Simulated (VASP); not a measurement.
# HfN (F-43m) in VASP: notebook

Runs on HfN. Level: r2SCAN. Tasks: relaxation of cell and atoms, single point.

Everything below comes from runs of VASP 6.6.1. Logs are shortened: lines on timing, memory, paths and dates and some standing lists are left out, and cuts for length are marked.

## Step 1: The cell of the first run

It takes space group F-43m (No. 216, cubic). Conventional cell: a = 4.910 Å, b = 4.910 Å, c = 4.910 Å, α = 90.00°, β = 90.00°, γ = 90.00°. Within 2.8 Å of Hf (site symmetry -43m) lie 4 N at 2.13 Å. Within 2.8 Å of N (site symmetry -43m) lie 4 Hf at 2.13 Å.

## Step 2: Relaxation of cell and atoms, r2SCAN, target pressure 8 GPa, at which the enthalpy is minimised

POSCAR

```
HfN
1.0
    0.0000000000      2.4548220000      2.4548220000
    2.4548220000      0.0000000000      2.4548220000
    2.4548220000      2.4548220000      0.0000000000
Hf N
1 1
Direct
    0.0000000000      0.0000000000      0.0000000000
    0.2500000000      0.2500000000      0.2500000000
```

INCAR.step1

```
ALGO = Normal
EDIFF = 1E-5
EDIFFG = -0.005
ENCUT = 660
GGA = PE
GGA_COMPAT = F
IBRION = 2
ISIF = 3
ISMEAR = -1
LASPH = T
LCHARG = F
LREAL = F
LWAVE = T
NELM = 120
NELMIN = 4
NSW = 100
PREC = Accurate
SIGMA = 0.15
```

INCAR.step2

```
ALGO = Normal
EDIFF = 1E-7
EDIFFG = -0.01
ENCUT = 660
GGA_COMPAT = F
IBRION = 2
ISIF = 3
ISMEAR = -1
ISTART = 1
LASPH = T
LCHARG = F
LMIXTAU = T
LREAL = F
LWAVE = F
METAGGA = R2SCAN
NELM = 120
NELMIN = 4
NSW = 80
PREC = Accurate
PSTRESS = 80.0
SIGMA = 0.15
```

KPOINTS

```
k-points
0
Gamma
  11 11 11
```

Potentials or basis: VASP PAW PBE potentials, release 64 (Hf_pv, N).

On the command line:

```bash
> cat potpaw_PBE.64/Hf_pv/POTCAR potpaw_PBE.64/N/POTCAR > POTCAR
> cp INCAR.step1 INCAR
> mpirun -np 1 vasp_std > vasp.out
> cp INCAR.step2 INCAR
> mpirun -np 1 vasp_std > vasp.out
```

OUTCAR:

```text
EDIFF = 1E-7
   EDIFFG = -0.01
   ENCUT = 660
   IBRION = 2
   ISIF = 3
   ISMEAR = -1
   ISTART = 1
   LASPH = T
   LREAL = F
   METAGGA = R2SCAN
   NELM = 120
   NELMIN = 4
   NSW = 80
   PREC = Accurate
   PSTRESS = 80.0

 ion  position               nearest neighbor table
   1  0.000  0.000  0.000-   2 2.13   2 2.13   2 2.13   2 2.13
   2  0.250  0.250  0.250-   1 2.13   1 2.13   1 2.13   1 2.13

  LATTYP: Found a face centered cubic cell.
 ALAT       =     4.9096440000

  Lattice vectors:

 A1 = (   0.0000000000,   2.4548220000,   2.4548220000)
 A2 = (   2.4548220000,   0.0000000000,   2.4548220000)
 A3 = (   2.4548220000,   2.4548220000,   0.0000000000)

Analysis of symmetry for initial positions (statically):
=====================================================================
 Subroutine PRICEL returns:
 Original cell was already a primitive cell.

 Routine SETGRP: Setting up the symmetry group for a
 face centered cubic supercell.

 Subroutine GETGRP returns: Found 24 space group operations
 (whereof 24 operations were pure point group operations)
 out of a pool of 48 trial point group operations.

The static configuration has the point symmetry T_d .

Analysis of symmetry for dynamics (positions and initial velocities):
=====================================================================
 Subroutine PRICEL returns:
 Original cell was already a primitive cell.

 Routine SETGRP: Setting up the symmetry group for a
 face centered cubic supercell.

 Subroutine GETGRP returns: Found 24 space group operations
 (whereof 24 operations were pure point group operations)
 out of a pool of 48 trial point group operations.

The dynamic configuration has the point symmetry T_d .

 Subroutine INISYM returns: Found 24 space group operations
 (whereof 24 operations are pure point group operations),
 and found     1 'primitive' translations

----------------------------------------------------------------------------------------

                                     Primitive cell

  volume of cell :      29.5863

  direct lattice vectors                    reciprocal lattice vectors
     0.000000000  2.454822000  2.454822000    -0.203680756  0.203680756  0.203680756
     2.454822000  0.000000000  2.454822000     0.203680756 -0.203680756  0.203680756
     2.454822000  2.454822000  0.000000000     0.203680756  0.203680756 -0.203680756

  length of vectors
     3.471642566  3.471642566  3.471642566     0.352785417  0.352785417  0.352785417

  position of ions in fractional coordinates (direct lattice)
     0.000000000  0.000000000  0.000000000
     0.250000000  0.250000000  0.250000000

  ion indices of the primitive-cell ions
   primitive index   ion index
                 1           1
                 2           2

----------------------------------------------------------------------------------------

 KPOINTS: k-points

Automatic generation of k-mesh.
 Grid dimensions read from file:
 generate k-points for:   11   11   11

 Generating k-lattice:

  Cartesian coordinates                     Fractional coordinates (reciprocal lattice)
    -0.018516432  0.018516432  0.018516432     0.090909091  0.000000000  0.000000000
     0.018516432 -0.018516432  0.018516432     0.000000000  0.090909091  0.000000000
     0.018516432  0.018516432 -0.018516432     0.000000000  0.000000000  0.090909091

  Length of vectors
     0.032071402  0.032071402  0.032071402

  Shift w.r.t. Gamma in fractional coordinates (k-lattice)
     0.000000000  0.000000000  0.000000000

 Subroutine IBZKPT returns following result:
 ===========================================

 Found     56 irreducible k-points:

 Following reciprocal coordinates:
            Coordinates               Weight
  0.000000  0.000000  0.000000      1.000000
  0.090909  0.000000  0.000000      8.000000
  0.181818  0.000000  0.000000      8.000000
  0.272727  0.000000  0.000000      8.000000
  0.363636  0.000000  0.000000      8.000000
  0.454545  0.000000  0.000000      8.000000
[... 16 lines left out ...]
 -0.272727  0.181818  0.000000     24.000000
 -0.181818  0.181818  0.000000     12.000000
 [... further k-points ...]
   k-points           NKPTS =     56   k-points in BZ     NKDIM =     56   number of bands    NBANDS=     11
   number of dos      NEDOS =    301   number of ions     NIONS =      2
   total plane-waves  NPLWV =  27000
   dimension x,y,z NGX =    30 NGY =   30 NGZ =   30
   dimension x,y,z NGXF=    60 NGYF=   60 NGZF=   60
   ions per type =               1   1
   NGX,Y,Z   is equivalent  to a cutoff of  14.37, 14.37, 14.37 a.u.
   NGXF,Y,Z  is equivalent  to a cutoff of  28.73, 28.73, 28.73 a.u.
 SYSTEM =  unknown system
   PREC   = accura    normal or accurate (medium, high low for compatibility)
   ISTART =      1    job   : 0-new  1-cont  2-samecut
   ICHARG =      0    charge: 1-file 2-atom 10-const
   ISPIN  =      1    spin polarized calculation?
   LNONCOLLINEAR =      F non collinear calculations
   LSORBIT =      F    spin-orbit coupling
   LASPH  =      T    aspherical Exc in radial PAW
   ENCUT  =  660.0 eV  48.51 Ry    6.96 a.u.   7.27  7.27  7.27*2*pi/ulx,y,z
   NELM   =    120;   NELMIN=  4; NELMDL=  0     # of ELM steps
   EDIFF  = 0.1E-06   stopping-criterion for ELM
   LREAL  =      F    real-space projection
   EDIFFG = -.1E-01   stopping-criterion for IOM
   NSW    =     80    number of steps for IOM
   IBRION =      2    ionic relax: 0-MD 1-quasi-New 2-CG
   NFREE  =      1    steps in history (QN), initial steepest desc. (CG)
   ISIF   =      3    stress and relaxation
   ISYM   =      2    0-nonsym 1-usesym 2-fastsym
   POTIM  = 0.5000    time-step for ionic-motion
   TEBEG  =    0.0;   TEEND  =   0.0 temperature during run
   PSTRESS=   80.0 pullay stress
   NELECT =      15.0000    total number of electrons
   NUPDOWN=      -1.0000    fix difference up-down
   EMIN   =  10.00;   EMAX   =-10.00  energy-range for DOS
   EFERMI =   0.00;   METHOD = LEGACY
   ISMEAR =    -1;   SIGMA  =   0.15  broadening in eV -4-tet -1-fermi 0-gaus
   EFERMI_NEDOS =   21; number of points for ismear=-14 and -15
   IALGO  =     38    algorithm
   IMIX   =      4    mixing-type and parameters
     AMIX     =   0.40;   BMIX     =  1.00
     AMIX_MAG =   1.60;   BMIX_MAG =  1.00
  volume/ion in A,a.u.               =      14.79        99.83
  Fermi-wavevector in a.u.,A,eV,Ry     =   1.305395  2.466839 23.185087  1.704056
  Thomas-Fermi vector in A             =   2.436267
   LORBIT       =      0    0 simple, 1 ext, 2 COOP (PROOUT), +10 PAW based schemes
   METAGGA = R2SCAN    functional components
   LHFCALC =     F    Hartree Fock is set to
   AEXX    =    0.0000 exact exchange contribution
   IVDW    =     0    specifies the selected vdW correction
   LEPSILON=     F    determine dielectric tensor
   LRPA    =     F    only Hartree local field effects (RPA)
 conjugate gradient relaxation of ions
 non-spin polarized calculation
  energy-cutoff  :      660.00
  volume of cell :       29.59
 maximum number of plane-waves:      1159
 NGX is ok and might be reduce to    30
   NGX = 15   NGY = 15   NGZ = 15

--------------------------------------- Ionic step        1  -------------------------------------------

 number of electron      14.9999999 magnetization

 Free energy of the ion-electron system (eV)
  ---------------------------------------------------
  ext. energy  EPLUGINS =         0.00000000
  ---------------------------------------------------
  free energy    TOTEN  =       -57.73343573 eV

  energy without entropy =      -57.68956583  energy(sigma->0) =      -57.71150078

------------------------ aborting loop because EDIFF is reached ----------------------------------------

  FORCE on cell =-STRESS in cart. coord.  units (eV):
  Direction    XX          YY          ZZ          XY          YZ          ZX
  --------------------------------------------------------------------------------------
  -------------------------------------------------------------------------------------
  Total       -0.6204499     -0.6204499     -0.6204499     -0.0000000     -0.0000000      0.0000000
  in kB      -33.5990717    -33.5990717    -33.5990717     -0.0000000     -0.0000000      0.0000000
  external PRESSURE =    -113.5990717 kB  Pullay stress =      80.0000000 kB
[... 99 lines left out ...]
  enthalpy is  TOTEN    =       -56.3115253255 eV   P V=        1.4049120318

--------------------------------------- Ionic step        4  -------------------------------------------

 number of electron      15.0000002 magnetization

 Free energy of the ion-electron system (eV)
  ---------------------------------------------------
  ext. energy  EPLUGINS =         0.00000000
  ---------------------------------------------------
  free energy    TOTEN  =       -57.71424512 eV

  energy without entropy =      -57.67247967  energy(sigma->0) =      -57.69336240

 E-fermi :   6.2140     XC(G=0): -12.2200

 val. band max:        6.1220935897   @ k =   0.3636   0.2727   0.0909
 cond. band min:       6.2450366954   @ k =   0.0909   0.0909   0.0000
 fundamental gap:      0.1229431057
 Fermi energy:         6.2139799070

 k-point     1 :       0.0000    0.0000    0.0000
  band No.  band energies     occupation
      1     -25.9732      2.00000
      2     -25.9732      2.00000
      3     -25.9732      2.00000
      4     -11.3229      2.00000
      5       0.1200      2.00000
      6       0.1200      2.00000
      7       0.1200      2.00000
      8       5.6330      1.95927
      9       8.7743      0.00000
     10       8.7743      0.00000
     11      13.4513      0.00000
[... 309 lines left out ...]
 k-point    24 :      -0.1818    0.1818    0.0000
  band No.  band energies     occupation
      1     -26.3194      2.00000
      2     -26.1044      2.00000
      3     -26.0148      2.00000
      4     -10.4665      2.00000
      5      -0.4876      2.00000
      6       0.6245      2.00000
      7       0.6423      2.00000
      8       7.5905      0.00021
      9       8.1654      0.00000
     10       8.9528      0.00000
     11      12.2019      0.00000

 [... further k-points ...]

------------------------ aborting loop because EDIFF is reached ----------------------------------------

  FORCE on cell =-STRESS in cart. coord.  units (eV):
  Direction    XX          YY          ZZ          XY          YZ          ZX
  --------------------------------------------------------------------------------------
  -------------------------------------------------------------------------------------
  Total        1.3933860      1.3933860      1.3933860      0.0000000      0.0000000      0.0000000
  in kB       79.4714320     79.4714320     79.4714320      0.0000000      0.0000000      0.0000000
  external PRESSURE =      -0.5285680 kB  Pullay stress =      80.0000000 kB
[... 17 lines left out ...]
  FREE ENERGIE OF THE ION-ELECTRON SYSTEM (eV)
  ---------------------------------------------------
  free  energy   TOTEN  =       -57.7142451220 eV

  energy  without entropy=      -57.6724796681  energy(sigma->0) =      -57.69336240

  enthalpy is  TOTEN    =       -56.3115916008 eV   P V=        1.4026535212

 reached required accuracy - stopping structural energy minimisation
```

Wall time 6.6 min (1 thread of Intel Xeon Platinum 8488C (Sapphire Rapids), shared host); peak memory 0.2 GiB.

Results:

* Free energy: -57.7142 eV
* Relaxed volume: 14.05 Å³/atom
* Relaxed cell: a = 3.412 Å, b = 3.412 Å, c = 3.412 Å, α = 60.00°, β = 60.00°, γ = 60.00°
* Space group after relaxing (to 0.1 Å): F-43m (No. 216)
* Energy change on relaxing (the run minimises the enthalpy): +9.6 meV/atom
* Ionic steps: 4
* Pressure after relaxing: 7.9 GPa
* Band gap on the k mesh: zero (an odd number of electrons rules out a gap without spin polarisation)

The path:
| step | energy change (eV) | largest force (eV/Å) | pressure (GPa) | volume (Å³) |
| --- | --- | --- | --- | --- |
| 1 | 0.0000 | 0.0000 | -3.36 | 29.59 |
| 2 | 0.4012 | 0.0000 | 38.71 | 25.32 |
| 3 | 0.0170 | 0.0000 | 7.56 | 28.14 |
| 4 | 0.0192 | 0.0000 | 7.95 | 28.09 |

Final structure:
```
CELL_PARAMETERS angstrom
0.00000 2.41276 2.41276
2.41276 0.00000 2.41276
2.41276 2.41276 0.00000
ATOMIC_POSITIONS crystal
Hf 0.00000 0.00000 0.00000
N 0.25000 0.25000 0.25000
```

Levels at points of the mesh, in eV from the Fermi level:
| k point | band 4 | band 5 | band 6 | band 7 | band 8 | band 9 | band 10 | band 11 |
| --- | --- | --- | --- | --- | --- | --- | --- | --- |
| (0.00, 0.00, 0.00) | -17.54 | -6.09 | -6.09 | -6.09 | -0.58 | 2.56 | 2.56 | 7.24 |

Caveat: the cell is relaxed towards a set pressure, so the run minimises the enthalpy, not the energy; the PAW data sets were made with another functional, which shifts forces and pressure a little; spin-orbit coupling is left out, which moves the levels of the heavy elements.

## Step 3: Single point, r2SCAN

This run uses another cell than the first one, of 14.24 Å³/atom.

POSCAR

```
HfN
1.0
    0.0000000000      2.4237495051      2.4237495051
    2.4237495051      0.0000000000      2.4237495051
    2.4237495051      2.4237495051      0.0000000000
Hf N
1 1
Direct
    0.0000000000      0.0000000000      0.0000000000
    0.2500000000      0.2500000000      0.2500000000
```

INCAR.step1

```
ALGO = Normal ; EDIFF = 1E-5
ENCUT = 660 ; GGA = PE
GGA_COMPAT = F ; ISMEAR = -1
LASPH = T ; LCHARG = F
LREAL = F ; LWAVE = T
NBANDS = 14 ; NELM = 120
PREC = Accurate ; SIGMA = 0.15
```

INCAR.step2

```
ALGO = Normal ; EDIFF = 1E-6
ENCUT = 660 ; GGA_COMPAT = F
ISIF = 2 ; ISMEAR = -1
ISTART = 1 ; LASPH = T
LCHARG = T ; LELF = T
LMIXTAU = T ; LREAL = F
LVHAR = T ; LWAVE = F
METAGGA = R2SCAN ; NBANDS = 14
NELM = 120 ; PREC = Accurate
SIGMA = 0.15
```

KPOINTS is that of step 2.

Potentials or basis: VASP PAW PBE potentials, release 64 (Hf_pv, N).

On the command line:

```bash
> cat potpaw_PBE.64/Hf_pv/POTCAR potpaw_PBE.64/N/POTCAR > POTCAR
> cp INCAR.step1 INCAR
> mpirun -np 1 vasp_std > vasp.out
> cp INCAR.step2 INCAR
> mpirun -np 1 vasp_std > vasp.out
```

Run time: 83 s. Hardware: 1 thread of Intel Xeon Platinum 8488C (Sapphire Rapids), shared host; peak memory 0.19 GiB.

Results (log left out):

```yaml
Free_energy: -57.7288 eV
Pressure: 4.7 GPa
Band_gap_on_the_k_mesh: zero (an odd number of electrons rules out a gap without spin polarisation)
```

Levels at points of the mesh, in eV from the Fermi level:
```csv
k point,band 3,band 4,band 5,band 6,band 7,band 8,band 9,band 10,band 11,band 12
"(0.00, 0.00, 0.00)",-32.24,-17.47,-6.03,-6.03,-6.03,-0.62,2.53,2.53,7.14,7.14
```

Caveat: the cell stands under pressure; the PAW data sets were made with another functional, which shifts forces and pressure a little; spin-orbit coupling is left out, which moves the levels of the heavy elements.
